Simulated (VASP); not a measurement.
# NaF (Fm-3m) in VASP: single point with PBE

Aim: the single point of NaF with PBE.

Program: VASP 6.6.1. These are calculated values, not measurements. Logs are shortened: lines on timing, memory, paths and dates and some standing lists are left out, and cuts for length are marked.

### 1 The cell of the first run

It takes space group Fm-3m (No. 225, cubic). The conventional cell has a = 4.620 Å, b = 4.620 Å, c = 4.620 Å, α = 90.00°, β = 90.00°, γ = 90.00°. Na (site symmetry m-3m) has 6 F at 2.31 Å within 3.1 Å. F (site symmetry m-3m) has 6 Na at 2.31 Å within 3.1 Å.

### 2 Single point, PBE (Li replaced by Na, lengths x 1.123, strained)

Input file INCAR:

```
SYSTEM = NaF
  PREC = Accurate
  ENCUT = 520
  EDIFF = 1E-7
  ISMEAR = 0
  SIGMA = 0.1
  LREAL = .FALSE.
  LASPH = .TRUE.
  NELM = 100
  ALGO = Normal
  ISIF = 2
  LWAVE = .FALSE.
  LCHARG = .FALSE.
  GGA = PE
  NBANDS = 14
```

Input file KPOINTS:

```
Automatic mesh
0
G
  6 6 6
  0 0 0
```

Input file POSCAR:

```
NaF
1.0
    0.0000000000      2.3097635859      2.3097635859
    2.3097635859      0.0000000000      2.3097635859
    2.3097635859      2.3097635859      0.0000000000
Na F
1 1
Direct
    0.0000000000      0.0000000000      0.0000000000
    0.5000000000      0.5000000000      0.5000000000
```

Potentials or basis: VASP PAW PBE potentials, release 64 (Na_pv, F).

Launch:

```sh
cat potpaw_PBE.64/Na_pv/POTCAR potpaw_PBE.64/F/POTCAR > POTCAR
mpirun -np 1 vasp_std > vasp.out
```

OUTCAR:

```text
SYSTEM = NaF
   PREC = Accurate
   ENCUT = 520
   EDIFF = 1E-7
   ISMEAR = 0
   LREAL = .FALSE.
   LASPH = .TRUE.
   NELM = 100
   ISIF = 2
   GGA = PE

 ion  position               nearest neighbor table
   1  0.000  0.000  0.000-   2 2.31   2 2.31   2 2.31   2 2.31   2 2.31   2 2.31
   2  0.500  0.500  0.500-   1 2.31   1 2.31   1 2.31   1 2.31   1 2.31   1 2.31

  LATTYP: Found a face centered cubic cell.
 ALAT       =     4.6195271718

  Lattice vectors:

 A1 = (   0.0000000000,   2.3097635859,   2.3097635859)
 A2 = (   2.3097635859,   0.0000000000,   2.3097635859)
 A3 = (   2.3097635859,   2.3097635859,   0.0000000000)

Analysis of symmetry for initial positions (statically):
=====================================================================
 Subroutine PRICEL returns:
 Original cell was already a primitive cell.

 Routine SETGRP: Setting up the symmetry group for a
 face centered cubic supercell.

 Subroutine GETGRP returns: Found 48 space group operations
 (whereof 48 operations were pure point group operations)
 out of a pool of 48 trial point group operations.

The static configuration has the point symmetry O_h .

Analysis of symmetry for dynamics (positions and initial velocities):
=====================================================================
 Subroutine PRICEL returns:
 Original cell was already a primitive cell.

 Routine SETGRP: Setting up the symmetry group for a
 face centered cubic supercell.

 Subroutine GETGRP returns: Found 48 space group operations
 (whereof 48 operations were pure point group operations)
 out of a pool of 48 trial point group operations.

The dynamic configuration has the point symmetry O_h .

 Subroutine INISYM returns: Found 48 space group operations
 (whereof 48 operations are pure point group operations),
 and found     1 'primitive' translations

----------------------------------------------------------------------------------------

                                     Primitive cell

  volume of cell :      24.6452

  direct lattice vectors                    reciprocal lattice vectors
     0.000000000  2.309763586  2.309763586    -0.216472371  0.216472371  0.216472371
     2.309763586  0.000000000  2.309763586     0.216472371 -0.216472371  0.216472371
     2.309763586  2.309763586  0.000000000     0.216472371  0.216472371 -0.216472371

  length of vectors
     3.266498989  3.266498989  3.266498989     0.374941145  0.374941145  0.374941145

  position of ions in fractional coordinates (direct lattice)
     0.000000000  0.000000000  0.000000000
     0.500000000  0.500000000  0.500000000

  ion indices of the primitive-cell ions
   primitive index   ion index
                 1           1
                 2           2

[... 76 lines left out ...]
   EFERMI =   0.00;   METHOD = LEGACY
   ISMEAR =     0;   SIGMA  =   0.10  broadening in eV -4-tet -1-fermi 0-gaus
   EFERMI_NEDOS =   21; number of points for ismear=-14 and -15
   IALGO  =     38    algorithm
   IMIX   =      4    mixing-type and parameters
     AMIX     =   0.40;   BMIX     =  1.00
     AMIX_MAG =   1.60;   BMIX_MAG =  1.00
  volume/ion in A,a.u.               =      12.32        83.16
  Fermi-wavevector in a.u.,A,eV,Ry     =   1.355834  2.562155 25.011412  1.838287
  Thomas-Fermi vector in A             =   2.482889
   LORBIT       =      0    0 simple, 1 ext, 2 COOP (PROOUT), +10 PAW based schemes
   GGA     = PE    functional components
   LHFCALC =     F    Hartree Fock is set to
   AEXX    =    0.0000 exact exchange contribution
   IVDW    =     0    specifies the selected vdW correction
   LEPSILON=     F    determine dielectric tensor
   LRPA    =     F    only Hartree local field effects (RPA)
 non-spin polarized calculation
 Gauss-broadening in eV      SIGMA  =   0.10
  energy-cutoff  :      520.00
  volume of cell :       24.65
 maximum number of plane-waves:       680
   NGX = 13   NGY = 13   NGZ = 13

 number of electron      13.9999985 magnetization

 Free energy of the ion-electron system (eV)
  ---------------------------------------------------
  ext. energy  EPLUGINS =         0.00000000
  ---------------------------------------------------
  free energy    TOTEN  =        -8.55780164 eV

  energy without entropy =       -8.55780164  energy(sigma->0) =       -8.55780164

 E-fermi :  -1.6235     XC(G=0):  -9.1997

 val. band max:       -2.0428901406   @ k =   0.0000   0.0000   0.0000
 cond. band min:       4.3075865098   @ k =   0.0000   0.0000   0.0000
 fundamental gap:      6.3504766504
 Fermi energy:        -1.6235163579

 k-point     1 :       0.0000    0.0000    0.0000
  band No.  band energies     occupation
      1     -21.2319      2.00000
      2     -20.9618      2.00000
      3     -20.9618      2.00000
      4     -20.9618      2.00000
      5      -2.0429      2.00000
      6      -2.0429      2.00000
      7      -2.0429      2.00000
      8       4.3076      0.00000
      9      17.0007      0.00000
     10      17.0007      0.00000
     11      17.0008      0.00000
     12      19.8835      0.00000
     13      22.0699      0.00000
     14      22.0699      0.00000
[... 241 lines left out ...]
      1     -21.3914      2.00000
      2     -21.0836      2.00000
      3     -21.0387      2.00000
      4     -20.5727      2.00000
      5      -3.1341      2.00000
      6      -2.6976      2.00000
      7      -2.5806      2.00000
      8      11.2137      0.00000
      9      11.2672      0.00000
     10      12.6421      0.00000
     11      15.7887      0.00000
     12      19.5405      0.00000
     13      24.0762      0.00000
     14      24.1902      0.00000

------------------------ aborting loop because EDIFF is reached ----------------------------------------

  FORCE on cell =-STRESS in cart. coord.  units (eV):
  Direction    XX          YY          ZZ          XY          YZ          ZX
  --------------------------------------------------------------------------------------
  -------------------------------------------------------------------------------------
  Total        0.3910352      0.3910352      0.3910352      0.0000000      0.0000000      0.0000000
  in kB       25.4210713     25.4210713     25.4210713      0.0000000      0.0000000      0.0000000
  external PRESSURE =      25.4210713 kB  Pullay stress =       0.0000000 kB

 VOLUME and BASIS-vectors are now :
 -----------------------------------------------------------------------------
  energy-cutoff  :      520.00
  volume of cell :       24.65
      direct lattice vectors                 reciprocal lattice vectors
     0.000000000  2.309763586  2.309763586    -0.216472371  0.216472371  0.216472371
     2.309763586  0.000000000  2.309763586     0.216472371 -0.216472371  0.216472371
     2.309763586  2.309763586  0.000000000     0.216472371  0.216472371 -0.216472371

 POSITION                                       TOTAL-FORCE (eV/Angst)
 -----------------------------------------------------------------------------------
      0.00000      0.00000      0.00000         0.000000      0.000000      0.000000
      2.30976      2.30976      2.30976        -0.000000     -0.000000     -0.000000
 -----------------------------------------------------------------------------------
    total drift:                                0.000000     -0.000000      0.000000

  FREE ENERGIE OF THE ION-ELECTRON SYSTEM (eV)
  ---------------------------------------------------
  free  energy   TOTEN  =        -8.5578016428 eV

  energy  without entropy=       -8.5578016428  energy(sigma->0) =       -8.55780164
```

OSZICAR:

```text
N       E                     dE             d eps       ncg     rms          rms(c)
DAV:   1     0.106838730116E+03    0.10684E+03   -0.76513E+03   448   0.125E+03
DAV:   2    -0.377657850882E+01   -0.11062E+03   -0.10370E+03   478   0.338E+02
DAV:   3    -0.940815088021E+01   -0.56316E+01   -0.56211E+01   568   0.702E+01
DAV:   4    -0.945161499432E+01   -0.43464E-01   -0.43462E-01   502   0.672E+00
DAV:   5    -0.945202218195E+01   -0.40719E-03   -0.40719E-03   556   0.657E-01    0.542E+00
DAV:   6    -0.856541794010E+01    0.88660E+00   -0.30788E+00   554   0.149E+01    0.181E+00
DAV:   7    -0.855579925492E+01    0.96187E-02   -0.29834E-02   448   0.203E+00    0.106E+00
DAV:   8    -0.855726883907E+01   -0.14696E-02   -0.28350E-02   478   0.328E+00    0.151E-01
DAV:   9    -0.855794214998E+01   -0.67331E-03   -0.44827E-03   568   0.634E-01    0.128E-01
DAV:  10    -0.855780439508E+01    0.13775E-03   -0.87796E-04   484   0.356E-01    0.181E-02
DAV:  11    -0.855780160102E+01    0.27941E-05   -0.30527E-05   508   0.689E-02    0.234E-03
DAV:  12    -0.855780188569E+01   -0.28467E-06   -0.13855E-06   490   0.129E-02    0.212E-03
DAV:  13    -0.855780170738E+01    0.17831E-06   -0.32481E-07   496   0.481E-03    0.661E-04
DAV:  14    -0.855780164281E+01    0.64572E-07   -0.34875E-08   272   0.240E-03
   1 F= -.85578016E+01 E0= -.85578016E+01  d E =-.182723E-10
```

stdout:

```text
POSCAR found type information on POSCAR NaF
 POSCAR found :  2 types and       2 ions
 scaLAPACK will be used
 LDA part: xc-table for (Slater+PW92), standard interpolation
 POSCAR, INCAR and KPOINTS ok, starting setup
 FFT: planning ... GRIDC
 FFT: planning ... GRID_SOFT
 FFT: planning ... GRID
 WAVECAR not read
 entering main loop
```

Wall time 8.3 s (1 thread of Intel Xeon 6975P-C, shared host); peak memory 0.13 GiB.

What came out:

| Property | Result |
| --- | --- |
| Free energy | -8.5578 eV |
| Pressure | 2.5 GPa |
| Band gap on the k mesh | 6.35 eV, direct |

Caveat: the cell differs from its parent crystal (Li replaced by Na, lengths x 1.123, strained).
